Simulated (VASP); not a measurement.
# KCl in VASP: notebook, part 3 of 3

VASP 6.6.1. The steps go on from the part before.

### Step 6. Electric field gradients, PBE (24.48 Å³/atom)

This run uses another cell than the first one, of 24.48 Å³/atom.

Input file INCAR:

```
SYSTEM = KCl
PREC = Accurate
ENCUT = 400
EDIFF = 1E-8
ISMEAR = -1
SIGMA = 0.02
LREAL = .False.
LASPH = .True.
NELM = 120
ALGO = Normal
ISIF = 2
LWAVE = .False.
LCHARG = .False.
GGA = PE
LEFG = .True.
NBANDS = 15
GGA_COMPAT = .False.
```

Input file KPOINTS:

```
regular mesh
0
Gamma
  7 7 7
  0 0 0
```

Input file POSCAR:

```
KCl
1.0
    3.6580669265      0.0000000000      0.0000000000
    0.0000000000      3.6580669265      0.0000000000
    0.0000000000      0.0000000000      3.6580669265
K Cl
1 1
Direct
    0.0000000000      0.0000000000      0.0000000000
    0.5000000000      0.5000000000      0.5000000000
```

Potentials or basis: VASP PAW PBE potentials, release 64 (K_sv, Cl).

The run is started by

```
$ cat potpaw_PBE.64/K_sv/POTCAR potpaw_PBE.64/Cl/POTCAR > POTCAR
$ mpirun -np 1 vasp_std > vasp.out
```

OUTCAR:

```text
SYSTEM = KCl
   PREC = Accurate
   ENCUT = 400
   EDIFF = 1E-8
   ISMEAR = -1
   LREAL = .False.
   LASPH = .True.
   NELM = 120
   ISIF = 2
   GGA = PE

 ion  position               nearest neighbor table
   1  0.000  0.000  0.000-   2 3.17   2 3.17   2 3.17   2 3.17   2 3.17   2 3.17   2 3.17   2 3.17

   2  0.500  0.500  0.500-   1 3.17   1 3.17   1 3.17   1 3.17   1 3.17   1 3.17   1 3.17   1 3.17

  LATTYP: Found a simple cubic cell.
 ALAT       =     3.6580669265

  Lattice vectors:

 A1 = (   3.6580669265,   0.0000000000,   0.0000000000)
 A2 = (   0.0000000000,   3.6580669265,   0.0000000000)
 A3 = (   0.0000000000,   0.0000000000,   3.6580669265)

Analysis of symmetry for initial positions (statically):
=====================================================================
 Subroutine PRICEL returns:
 Original cell was already a primitive cell.

 Routine SETGRP: Setting up the symmetry group for a
 simple cubic supercell.

 Subroutine GETGRP returns: Found 48 space group operations
 (whereof 48 operations were pure point group operations)
 out of a pool of 48 trial point group operations.

The static configuration has the point symmetry O_h .

Analysis of symmetry for dynamics (positions and initial velocities):
=====================================================================
 Subroutine PRICEL returns:
 Original cell was already a primitive cell.

 Routine SETGRP: Setting up the symmetry group for a
 simple cubic supercell.

 Subroutine GETGRP returns: Found 48 space group operations
 (whereof 48 operations were pure point group operations)
 out of a pool of 48 trial point group operations.

The dynamic configuration has the point symmetry O_h .

[... 497 lines left out ...]
      6      -1.6662      2.00000
      7      -1.6662      2.00000
      8      -1.6044      2.00000
      9       8.7265      0.00000
     10       9.0805      0.00000
     11       9.0805      0.00000
     12      10.4896      0.00000
     13      10.5338      0.00000
     14      10.5338      0.00000
     15      13.0399      0.00000

------------------------ aborting loop because EDIFF is reached ----------------------------------------

  FORCE on cell =-STRESS in cart. coord.  units (eV):
  Direction    XX          YY          ZZ          XY          YZ          ZX
  --------------------------------------------------------------------------------------
  -------------------------------------------------------------------------------------
  Total        1.1599264      1.1599264      1.1599264     -0.0000000     -0.0000000      0.0000000
  in kB       37.9652346     37.9652346     37.9652346     -0.0000000     -0.0000000      0.0000000
  external PRESSURE =      37.9652346 kB  Pullay stress =       0.0000000 kB

 VOLUME and BASIS-vectors are now :
 -----------------------------------------------------------------------------
  energy-cutoff  :      400.00
  volume of cell :       48.95
      direct lattice vectors                 reciprocal lattice vectors
     3.658066927  0.000000000  0.000000000     0.273368427  0.000000000  0.000000000
     0.000000000  3.658066927  0.000000000     0.000000000  0.273368427  0.000000000
     0.000000000  0.000000000  3.658066927     0.000000000  0.000000000  0.273368427

 POSITION                                       TOTAL-FORCE (eV/Angst)
 -----------------------------------------------------------------------------------
      0.00000      0.00000      0.00000         0.000000      0.000000      0.000000
      1.82903      1.82903      1.82903         0.000000      0.000000      0.000000
 -----------------------------------------------------------------------------------
    total drift:                                0.000000      0.000000     -0.000000

  FREE ENERGIE OF THE ION-ELECTRON SYSTEM (eV)
  ---------------------------------------------------
  free  energy   TOTEN  =        -6.5753474238 eV

  energy  without entropy=       -6.5753474238  energy(sigma->0) =       -6.57534742

 Electric field gradients (V/A^2)
---------------------------------------------------------------------
 ion       V_xx      V_yy      V_zz      V_xy      V_xz      V_yz
---------------------------------------------------------------------
   1      -0.000    -0.000     0.000     0.000     0.000     0.000
   2       0.000     0.000    -0.000    -0.000     0.000    -0.000
---------------------------------------------------------------------

 Electric field gradients after diagonalization (V/A^2)
 (convention: |V_zz| > |V_xx| > |V_yy|)
----------------------------------------------------------------------
 ion       V_xx      V_yy      V_zz     asymmetry (V_yy - V_xx)/ V_zz
----------------------------------------------------------------------
   1      -0.000    -0.000     0.000       0.608
   2      -0.000     0.000     0.000       1.651
----------------------------------------------------------------------

           NMR quadrupolar parameters

 Cq : quadrupolar parameter    Cq=e*Q*V_zz/h
 eta: asymmetry parameters     (V_yy - V_xx)/ V_zz
 Q  : nuclear electric quadrupole moment in mb (millibarn)
----------------------------------------------------------------------
 ion       Cq(MHz)       eta       Q (mb)
----------------------------------------------------------------------
   1       0.000       0.608       1.000
   2       0.000       1.651       1.000
----------------------------------------------------------------------
```

Wall time 13 s (1 thread of Intel Xeon 8259CL, shared host); peak memory 0.11 GiB.

Results:

- Free energy: -6.5753 eV
- Pressure: 3.8 GPa
- Band gap on the k mesh: 5.50 eV (least direct gap 5.70 eV)
- Largest electric field gradient by atom: under 0.05 V/Å² on every atom

Caveat: the cell stands under pressure; an odd mesh through Γ misses points on the zone boundary, where band edges can lie.

### Step 7. Electric field gradients, PBE (23.52 Å³/atom)

This run uses another cell than the first one, of 23.52 Å³/atom.

Input file INCAR:

```
SYSTEM = KCl
ALGO = Normal
EDIFF = 1E-8
ENCUT = 400
GGA = PE
GGA_COMPAT = .FALSE.
ISIF = 2
ISMEAR = -1
LASPH = .TRUE.
LCHARG = .FALSE.
LEFG = .TRUE.
LREAL = .FALSE.
LWAVE = .FALSE.
NBANDS = 15
NELM = 120
PREC = Accurate
SIGMA = 0.02
```

Input file KPOINTS:

```
k-points
0
G
  7 7 7
  0 0 0
```

Input file POSCAR:

```
KCl
1.0
    3.6096100034      0.0000000000      0.0000000000
    0.0000000000      3.6096100034      0.0000000000
    0.0000000000      0.0000000000      3.6096100034
K Cl
1 1
Direct
    0.0000000000      0.0000000000      0.0000000000
    0.5000000000      0.5000000000      0.5000000000
```

Potentials or basis: VASP PAW PBE potentials, release 64 (K_sv, Cl).

The run is started by

```
$ cat potpaw_PBE.64/K_sv/POTCAR potpaw_PBE.64/Cl/POTCAR > POTCAR
$ mpirun -np 1 vasp_std > vasp.out
```

OUTCAR:

```text
SYSTEM = KCl
   EDIFF = 1E-8
   ENCUT = 400
   GGA = PE
   ISIF = 2
   ISMEAR = -1
   LASPH = .TRUE.
   LREAL = .FALSE.
   NELM = 120
   PREC = Accurate

 ion  position               nearest neighbor table
   1  0.000  0.000  0.000-   2 3.13   2 3.13   2 3.13   2 3.13   2 3.13   2 3.13   2 3.13   2 3.13

   2  0.500  0.500  0.500-   1 3.13   1 3.13   1 3.13   1 3.13   1 3.13   1 3.13   1 3.13   1 3.13

  LATTYP: Found a simple cubic cell.
 ALAT       =     3.6096100034

  Lattice vectors:

 A1 = (   3.6096100034,   0.0000000000,   0.0000000000)
 A2 = (   0.0000000000,   3.6096100034,   0.0000000000)
 A3 = (   0.0000000000,   0.0000000000,   3.6096100034)

Analysis of symmetry for initial positions (statically):
=====================================================================
 Subroutine PRICEL returns:
 Original cell was already a primitive cell.

 Routine SETGRP: Setting up the symmetry group for a
 simple cubic supercell.

 Subroutine GETGRP returns: Found 48 space group operations
[... 542 lines left out ...]
     3.609610003  0.000000000  0.000000000     0.277038239  0.000000000  0.000000000
     0.000000000  3.609610003  0.000000000     0.000000000  0.277038239  0.000000000
     0.000000000  0.000000000  3.609610003     0.000000000  0.000000000  0.277038239

 POSITION                                       TOTAL-FORCE (eV/Angst)
 -----------------------------------------------------------------------------------
      0.00000      0.00000      0.00000         0.000000      0.000000      0.000000
      1.80481      1.80481      1.80481         0.000000      0.000000      0.000000
 -----------------------------------------------------------------------------------
    total drift:                                0.000000      0.000000     -0.000000

  FREE ENERGIE OF THE ION-ELECTRON SYSTEM (eV)
  ---------------------------------------------------
  free  energy   TOTEN  =        -6.5201697591 eV

  energy  without entropy=       -6.5201697591  energy(sigma->0) =       -6.52016976

 Electric field gradients (V/A^2)
---------------------------------------------------------------------
 ion       V_xx      V_yy      V_zz      V_xy      V_xz      V_yz
---------------------------------------------------------------------
   1       0.000     0.000    -0.000    -0.000     0.000     0.000
   2      -0.000     0.000     0.000    -0.000     0.000    -0.000
---------------------------------------------------------------------

 Electric field gradients after diagonalization (V/A^2)
 (convention: |V_zz| > |V_xx| > |V_yy|)
----------------------------------------------------------------------
 ion       V_xx      V_yy      V_zz     asymmetry (V_yy - V_xx)/ V_zz
----------------------------------------------------------------------
   1       0.000     0.000    -0.000       0.148
   2       0.000    -0.000     0.000      -0.259
----------------------------------------------------------------------

           NMR quadrupolar parameters

 Cq : quadrupolar parameter    Cq=e*Q*V_zz/h
 eta: asymmetry parameters     (V_yy - V_xx)/ V_zz
 Q  : nuclear electric quadrupole moment in mb (millibarn)
----------------------------------------------------------------------
 ion       Cq(MHz)       eta       Q (mb)
----------------------------------------------------------------------
   1      -0.000       0.148       1.000
   2       0.000      -0.259       1.000
----------------------------------------------------------------------
```

Run time: 11 s. Hardware: 1 thread of Intel Xeon 8259CL, shared host; peak memory 0.11 GiB.

What came out:

```
Free energy                             : -6.5202 eV
Pressure                                : 5.4 GPa
Band gap on the k mesh                  : 5.72 eV (least direct gap 5.92 eV)
Largest electric field gradient by atom : under 0.05 V/Å² on every atom
```

Levels at points of the mesh, in eV from the valence-band top:
```tsv
k point	band 5	band 6	band 7	band 8	band 9	band 10	band 11	band 12
(0.00, 0.00, 0.00)	-11.10	-0.20	-0.20	-0.20	5.72	6.37	6.37	11.14
```

Caveat: the cell stands under pressure; an odd mesh through Γ misses points on the zone boundary, where band edges can lie.

### Step 8. Overview

| cell | gap on the mesh (eV) | pressure (GPa) |
| --- | --- | --- |
| a = 3.525, b = 3.525, c = 3.634 Å, 2 atoms | 5.84 | 7.2 |
| a = 3.634, b = 3.634, c = 3.561 Å, 2 atoms | 5.63 | 5.4 |
| a = 3.634, b = 3.634, c = 3.743 Å, 2 atoms | 5.38 | 3.5 |
| a = 3.658 Å, 2 atoms | 5.50 | 3.8 |
| a = 3.610 Å, 2 atoms | 5.72 | 5.4 |

Alike in all rows: task electric field gradients; level PBE; potentials or basis VASP PAW PBE potentials, release 64 (K_sv, Cl); no spin polarisation; k mesh 7 × 7 × 7; cutoff (eV) 400; smearing fermi-dirac 0.02 eV.

Caveats: the cell stands under pressure; an odd mesh through Γ misses points on the zone boundary, where band edges can lie (at least some runs).

Absolute energies hang on the potentials; compare differences alone.
